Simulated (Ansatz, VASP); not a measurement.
# Si3Ge in VASP and in Ansatz

```
Si Ge
1.0
     1.94265    1.12159    6.34097
    -1.94265    1.12159    6.34097
     0.00000   -2.24318    6.34097
Si Ge
3 1
Direct
  0.00134 0.00134 0.00134
  0.49871 0.49871 0.49871
  0.37501 0.37501 0.37501
  0.87495 0.87495 0.87495
```

Alike in both runs: task single point; functional r2SCAN; k mesh 8 × 8 × 8; no spin polarisation.

|  | VASP | Ansatz |
| --- | --- | --- |
| version | VASP 6.6.1 | Ansatz 0.2.0 |
| potentials or method | VASP PAW PBE potentials, release 64 (Si, Ge_d) | plane waves, PAW |
| plane-wave cutoff (eV) | 520 | 500 |
| occupations | gaussian, width 0.01 eV | fixed |
| valence electrons in the cell | 26 | 26 |

```tsv
	VASP	Ansatz	Ansatz less VASP
gap on the k mesh at the Fermi level (eV)	0.77	0.77	-0.007
pressure (GPa)	-0.1	0.0	+0.14
rms of the force components (eV/Å)	0.007	0.000	-0.0068
```

VASP's potentials were made for PBE, not for r2SCAN. Atom by atom the forces differ by 0.007 eV/Å (rms over components).
